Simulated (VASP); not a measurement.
Input of a VASP 6.6.1 run:

The input INCAR:

```
SYSTEM = H4RuCl
PREC     = Accurate       ! precision mode
ENCUT    = 520            ! plane-wave cutoff, eV
EDIFF    = 1E-6           ! SCF threshold, eV
ISMEAR   = 0              ! smearing method
SIGMA    = 0.1            ! smearing width, eV
LREAL    = .FALSE.        ! projectors in reciprocal space
LASPH    = .TRUE.         ! aspherical terms in the spheres
NELM     = 150            ! most SCF steps
ALGO     = Normal         ! electronic algorithm
ISIF     = 2              ! what is computed and relaxed
LWAVE    = .FALSE.        ! write WAVECAR
LCHARG   = .FALSE.        ! write CHGCAR
ISPIN    = 2              ! spin polarisation
MAGMOM   = 0 0 0 0 1 0    ! initial moments
LORBIT   = 11             ! projections on sites
LMAXMIX  = 4              ! l up to which the mixer works
GGA      = PE             ! functional
NBANDS   = 26             ! bands
```

Contents of KPOINTS:

```
Automatic mesh
0
G
  4 4 4
  0 0 0
```

Contents of POSCAR:

```
H4RuCl
1.0
    3.8366492900      0.0000000000      0.0000000000
    0.0000000000      3.8366492900      0.0000000000
    0.0000000000      0.0000000000      5.4375031100
H Ru Cl
4 1 1
Direct
    0.5000000000      0.0000000000      0.7565800000
    0.0000000000      0.5000000000      0.2434200000
    0.5000000000      0.0000000000      0.2434200000
    0.0000000000      0.5000000000      0.7565800000
    0.5000000000      0.5000000000      0.5000000000
    0.0000000000      0.0000000000      0.0000000000
```

Potentials or basis: VASP PAW PBE potentials, release 64 (H, Ru_pv, Cl).

Command:

```sh
$ cat potpaw_PBE.64/H/POTCAR potpaw_PBE.64/Ru_pv/POTCAR potpaw_PBE.64/Cl/POTCAR > POTCAR
$ mpirun -np 1 vasp_std > vasp.out
```

(1) What does it give for the largest force?

(2) What does it give for the net moment?

## Answers

(1) 1.441 eV/Å.

(2) 1.74 μB per cell.

Caveat: the k points lie up to 0.41 Å⁻¹ apart; forces of over 1 eV/Å act on the atoms, so gaps and moduli don't describe the material at rest.
